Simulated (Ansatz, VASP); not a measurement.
Two plane-wave programs on Cd

Contents of INCAR:

```
  ALGO = Fast
  EDIFF = 1E-6
  ENCUT = 520
  GGA = PE
  ISIF = 2
  ISMEAR = 0
  LASPH = True
  LCHARG = False
  LREAL = False
  LWAVE = False
  NBANDS = 25
  NELM = 80
  PREC = Accurate
  SIGMA = 0.1
```

KPOINTS

```
k-points
0
Gamma
  15 15 6
```

File POSCAR:

```
Cd
1.0
    3.3247709869      0.0000000000      0.0000000000
   -1.6623854934      2.8793361364      0.0000000000
    0.0000000000      0.0000000000      7.6599880818
Cd
3
Direct
    0.0000000000      0.0000000000      0.0000000000
    0.6666666667      0.3333333333      0.3333333333
    0.3333333333      0.6666666667      0.6666666667
```

Input for Ansatz:

```yaml
crystal:
  lattice:
    - [3.3247709869, 0.0, 0.0]
    - [-1.6623854934, 2.8793361364, 0.0]
    - [0.0, 0.0, 7.6599880818]
  atoms:
    - { symbol: Cd, position: [0.0, 0.0, 0.0] }
    - { symbol: Cd, position: [0.6666666667, 0.3333333333, 0.3333333333] }
    - { symbol: Cd, position: [0.3333333333, 0.6666666667, 0.6666666667] }
basis:
  ecutwfc: 420
kpoints:
  mp_grid: { grid: [15, 15, 6] }
hamiltonian:
  xc: pbe
scf:
  occupations: { method: gaussian, width: 0.1 }
output:
  forces: true
  stress: true
  eigenvalues: true
```

Change from the starting cell: strain along c alone, the other axes held, atoms relaxed: +6.0 %.

Alike in both runs: task single point; functional PBE; k mesh 15 × 15 × 6; occupations gaussian, width 0.1 eV; no spin polarisation.

|  | VASP | Ansatz |
| --- | --- | --- |
| version | VASP 6.6.1 | Ansatz 0.2.0 |
| potentials or method | VASP PAW PBE potentials, release 64 (Cd), cutoff 520 eV | scalar-relativistic, plane waves, PAW |
| valence electrons in the cell | 36 | 60 |

Ansatz gave:

| Quantity | Value |
| --- | --- |
| gap on the k mesh at the Fermi level (eV) | none |
| pressure (GPa) | -2.4 |
| traceless stress, the component that is largest in VASP (GPa) | -0.18 |

Q: Which values does VASP return?

A: gap on the k mesh at the Fermi level (eV): none; pressure (GPa): -2.2; traceless stress, the component that is largest in VASP (GPa): -0.15.

A gap of «none» marks a metal or a gap that the smearing closes. VASP's potentials hold 36 valence electrons a cell and Ansatz's 60, so a difference there can come from the potentials and not from the codes.
